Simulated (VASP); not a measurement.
Here is a VASP 6.6.1 calculation.

Contents of POSCAR:

```
Cs3Pt
1.0
    5.7776530000      0.0000000000      0.0000000000
    0.0000000000      5.7776530000      0.0000000000
    0.0000000000      0.0000000000      5.7776530000
Cs Pt
3 1
Direct
    0.0000000000      0.0000000000      0.5000000000
    0.0000000000      0.5000000000      0.0000000000
    0.5000000000      0.0000000000      0.0000000000
    0.5000000000      0.5000000000      0.5000000000
```

The input INCAR.step1:

```
SYSTEM = Cs3Pt
ALGO = Normal
EDIFF = 1E-4
ENCUT = 520
GGA = PE
ISMEAR = 1
LASPH = .True.
LCHARG = .False.
LREAL = .False.
LWAVE = .True.
NBANDS = 26
NELM = 60
PREC = Accurate
SIGMA = 0.05
```

The input INCAR.step2:

```
SYSTEM = Cs3Pt
ALGO = Normal
EDIFF = 1E-6
ENCUT = 520
ISIF = 2
ISMEAR = 1
ISTART = 1
LASPH = .True.
LCHARG = .True.
LELF = .True.
LMIXTAU = .True.
LREAL = .False.
LVHAR = .True.
LWAVE = .False.
METAGGA = R2SCAN
NBANDS = 26
NELM = 60
PREC = Accurate
SIGMA = 0.05
```

File KPOINTS:

```
k-points
0
Gamma
  3 3 3
  0 0 0
```

Potentials or basis: VASP PAW PBE potentials, release 64 (Cs_sv, Pt).

Command:

```console
$ cat potpaw_PBE.64/Cs_sv/POTCAR potpaw_PBE.64/Pt/POTCAR > POTCAR
$ cp INCAR.step1 INCAR
$ mpirun -np 1 vasp_std > vasp.out
$ cp INCAR.step2 INCAR
$ mpirun -np 1 vasp_std > vasp.out
```

Predict the pressure.

-0.6 GPa.

Caveat: the k points lie up to 0.36 Å⁻¹ apart; the PAW data sets were made with another functional, which shifts forces and pressure a little.
